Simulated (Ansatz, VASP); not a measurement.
Two plane-wave programs on HfO2

The input INCAR:

```
SYSTEM = HfO2
PREC = Accurate
ENCUT = 520
EDIFF = 1E-6
ISMEAR = -1
SIGMA = 0.02
LREAL = .FALSE.
LASPH = .TRUE.
NELM = 60
ALGO = Normal
ISIF = 2
LWAVE = .FALSE.
LCHARG = .FALSE.
GGA = PE
NBANDS = 31
```

File KPOINTS:

```
Automatic mesh
0
G
  8 8 6
  0 0 0
```

Contents of POSCAR:

```
HfO2
1.0
    3.5766926651      0.0000000000      0.0000000000
    0.0000000000      3.5766926651      0.0000000000
    0.0000000000      0.0000000000      5.1502021628
Hf O
2 4
Direct
    0.5000000000      0.5000000000      0.5000000000
    0.0000000000      0.0000000000      0.0000000000
    0.0000000000      0.5000000000      0.6992355832
    0.5000000000      0.0000000000      0.8007644168
    0.5000000000      0.0000000000      0.3007644168
    0.0000000000      0.5000000000      0.1992355832
```

Input for Ansatz:

```yaml
crystal:
  lattice:
    - [3.5766926651, 0.0, 0.0]
    - [0.0, 3.5766926651, 0.0]
    - [0.0, 0.0, 5.1502021628]
  atoms:
    - { symbol: Hf, position: [0.5, 0.5, 0.5] }
    - { symbol: Hf, position: [0.0, 0.0, 0.0] }
    - { symbol: O, position: [0.0, 0.5, 0.6992355832] }
    - { symbol: O, position: [0.5, 0.0, 0.8007644168] }
    - { symbol: O, position: [0.5, 0.0, 0.3007644168] }
    - { symbol: O, position: [0.0, 0.5, 0.1992355832] }
kpoints:
  mp_grid: { grid: [8, 8, 6] }
  band_path:
    path:
      - [0.0, 0.0, 0.0]
      - [0.0, 0.5, 0.0]
      - [0.5, 0.5, 0.0]
      - [0.0, 0.0, 0.5]
      - [0.0, 0.5, 0.5]
      - [0.5, 0.5, 0.5]
      - [0.203125, 0.203125, 0.0]
    npoints: 1
hamiltonian:
  xc: pbe
scf:
  occupations: { method: fermi_dirac, width: 0.02 }
  n_extra_bands: 5
output:
  forces: true
  stress: true
  eigenvalues: true
```

Change from the starting cell: uniaxial_z strain -1.0%.

Alike in both runs: task single point; functional PBE; k mesh 8 × 8 × 6; occupations fermi-dirac, width 0.02 eV; no spin polarisation.

|  | VASP | Ansatz |
| --- | --- | --- |
| version | VASP 6.6.1 | Ansatz 0.2.0 |
| potentials or method | VASP PAW PBE potentials, release 64 (Hf_pv, O) | plane waves, PAW |
| plane-wave cutoff (eV) | 520 | 420 |
| valence electrons in the cell | 44 | 76 |

Ansatz gave:

```
gap on the k mesh at the Fermi level (eV)                     : 4.68
pressure (GPa)                                                : 7.5
traceless stress, the component that is largest in VASP (GPa) : 1.43
rms of the force components (eV/Å)                            : 0.036
```

Question: Estimate VASP's values.

Answer: gap on the k mesh at the Fermi level (eV): 4.65; pressure (GPa): 4.1; traceless stress, the component that is largest in VASP (GPa): 1.55; rms of the force components (eV/Å): 0.017.

Atom by atom the forces differ by 0.019 eV/Å (rms over components). VASP's potentials hold 44 valence electrons a cell and Ansatz's 76, so a difference there can come from the potentials and not from the codes.

Neither program's run includes spin-orbit coupling.
